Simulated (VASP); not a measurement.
Input of a VASP 6.6.1 run:

File INCAR:

```
PREC = Accurate
ENCUT = 520
EDIFF = 1E-6
ISMEAR = -1
SIGMA = 0.08
LREAL = F
LASPH = T
NELM = 80
ALGO = Normal
ISIF = 2
LWAVE = F
LCHARG = T
GGA = CA
LELF = T
LVHAR = T
NBANDS = 15
```

The input KPOINTS:

```
regular mesh
0
Gamma
  9 9 9
```

File POSCAR:

```
BaS
1.0
    0.0000000000      3.5161364223      3.5161364223
    3.5161364223      0.0000000000      3.5161364223
    3.5161364223      3.5161364223      0.0000000000
Ba S
1 1
Direct
    0.0000000000      0.0000000000      0.0000000000
    0.2500000000      0.2500000000      0.2500000000
```

Potentials or basis: VASP PAW LDA potentials, release 64 (Ba_sv, S).

The run is started by

```console
$ cat potpaw_LDA.64/Ba_sv/POTCAR potpaw_LDA.64/S/POTCAR > POTCAR
$ mpirun -np 1 vasp_std > vasp.out
```

What does it give for the band gap on the k mesh?

2.48 eV (least direct gap 3.15 eV).

Predict the pressure.

-1.6 GPa.

Caveat: spin-orbit coupling is left out, which moves the levels of the heavy elements; an odd mesh through Γ misses points on the zone boundary, where band edges can lie.
